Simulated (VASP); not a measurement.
Here is a VASP 6.6.1 calculation.

INCAR

```
PREC = Accurate ; ENCUT = 520
EDIFF = 1E-6 ; ISMEAR = 0
SIGMA = 0.1 ; LREAL = False
LASPH = True ; NELM = 80
ALGO = Normal ; ISIF = 2
LWAVE = False ; LCHARG = False
GGA = PE ; NBANDS = 11
```

KPOINTS

```
regular mesh
0
Gamma
  6 6 6
```

File POSCAR:

```
BeTe
1.0
    0.0000000000      2.7262733900      2.7262733900
    2.7262733900      0.0000000000      2.7262733900
    2.7262733900      2.7262733900      0.0000000000
Be Te
1 1
Direct
    0.0000000000      0.0000000000      0.0000000000
    0.5000000000      0.5000000000      0.5000000000
```

Potentials or basis: VASP PAW PBE potentials, release 64 (Be, Te).

Run with:

```console
$ cat potpaw_PBE.64/Be/POTCAR potpaw_PBE.64/Te/POTCAR > POTCAR
$ mpirun -np 1 vasp_std > vasp.out
```

(1) Predict the pressure.

(2) What does it give for the band gap on the k mesh?

Answers

(1) -3.1 GPa.

(2) zero (band 4 reaches 6.87 eV, above the bottom of band 5 at 5.69 eV).

Caveat: spin-orbit coupling is left out, which moves the levels of the heavy elements.
